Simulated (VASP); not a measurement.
NaTa2: single point with PBE

The system is NaTa2.

```
Na Ta
1.0
     2.87786    0.00000    0.00000
    -1.43893    2.49230    0.00000
     0.00000    0.00000   17.08438
Na Ta
2 4
Direct
  0.33333 0.66667 0.25000
  0.66667 0.33333 0.75000
  0.33333 0.66667 0.57554
  0.66667 0.33333 0.07554
  0.33333 0.66667 0.92446
  0.66667 0.33333 0.42446
```

| Property | Result |
| --- | --- |
| Program | VASP 6.6.1 |
| Task | single point |
| Functional | PBE |
| Potentials or basis | VASP PAW PBE potentials, release 64 (Na_pv, Ta_pv) |
| Cutoff | 520 eV |
| k mesh | 18 × 18 × 4 |
| Occupations | gaussian, width 0.1 eV |
| Spin | no spin polarisation |

```
Pressure               : 0.0 GPa
Band gap on the k mesh : zero (bands 29 and 30 overlap by 1.67 eV)
```

Levels at points of the mesh, in eV from the Fermi level:
```
           k point  band 26  band 27  band 28  band 29  band 30  band 31  band 32  band 33
(0.00, 0.00, 0.00)    -1.14    -0.80    -0.49     0.81     0.81     0.81     0.81     1.05
(0.50, 0.00, 0.00)    -1.32     0.42     0.49     0.84     0.93     1.71     1.87     1.87
(0.00, 0.00, 0.50)    -1.24    -0.69    -0.69     0.81     0.81     0.81     0.81     1.05
(0.50, 0.00, 0.50)    -1.38     0.61     0.61     0.66     0.66     1.87     1.87     2.00
```

It took 18 min on 1 thread of Intel Xeon 8259CL, on a shared host, peak memory 0.53 GiB.

Caveat: spin-orbit coupling is left out, which moves the levels of the heavy elements.
